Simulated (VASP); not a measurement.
Input of a VASP 6.6.1 run:

The input INCAR:

```
  PREC = Accurate
  ENCUT = 600
  EDIFF = 1E-6
  ISMEAR = 0
  SIGMA = 0.01
  LREAL = False
  LASPH = True
  NELM = 120
  ALGO = Normal
  ISIF = 2
  LWAVE = False
  LCHARG = False
  GGA = PE
  NBANDS = 11
  GGA_COMPAT = False
```

Contents of KPOINTS:

```
regular mesh
0
Gamma
  8 8 8
```

File POSCAR:

```
Be2C
1.0
    0.0000000000      2.1650000000      2.1650000000
    2.1650000000      0.0000000000      2.1650000000
    2.1650000000      2.1650000000      0.0000000000
Be C
2 1
Direct
    0.2500000000      0.2500000000      0.2500000000
    0.7500000000      0.7500000000      0.7500000000
    0.0000000000      0.0000000000      0.0000000000
```

Potentials or basis: VASP PAW PBE potentials, release 64 (Be, C).

Launch:

```sh
$ cat potpaw_PBE.64/Be/POTCAR potpaw_PBE.64/C/POTCAR > POTCAR
$ mpirun -np 1 vasp_std > vasp.out
```

(1) Predict the pressure.

(2) Estimate the band gap on the k mesh.

Results:

(1) 0.0 GPa.

(2) 1.16 eV, indirect (least direct gap 4.13 eV).
